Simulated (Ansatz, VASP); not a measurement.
# One calculation of Ni2Ge, two programs

```
Ni Ge
1.0
     0.00000    5.04512    5.04512
     5.04512    0.00000    5.04512
     5.04512    5.04512    0.00000
Ni Ge
4 2
Cartesian
  6.3064 6.3064 6.3064
  6.3064 3.7838 3.7838
  3.7838 3.7838 6.3064
  3.7838 6.3064 3.7838
  5.0451 5.0451 5.0451
  7.5677 7.5677 7.5677
```

Alike in both runs: functional r2SCAN; k mesh 4 × 4 × 4; occupations gaussian, width 0.1 eV; no spin polarisation.

Ansatz relaxed the structure, and its values are those at the end. VASP's run is a single point on that final structure, the one shown.

```csv
,VASP,Ansatz
version,VASP 6.6.1,Ansatz 0.2.0
potentials or method,"VASP PAW PBE potentials, release 64 (Ni, Ge_d), cutoff 520 eV","scalar-relativistic, plane waves, PAW"
valence electrons in the cell,68,100
```

|  | VASP | Ansatz | Ansatz less VASP |
| --- | --- | --- | --- |
| gap on the k mesh at the Fermi level (eV) | none | none | - |
| pressure (GPa) | 0.3 | 0.2 | -0.08 |

VASP's potentials were made for PBE, not for r2SCAN. A gap of «none» marks a metal or a gap that the smearing closes. VASP's potentials hold 68 valence electrons a cell and Ansatz's 100, so a difference there can come from the potentials and not from the codes.
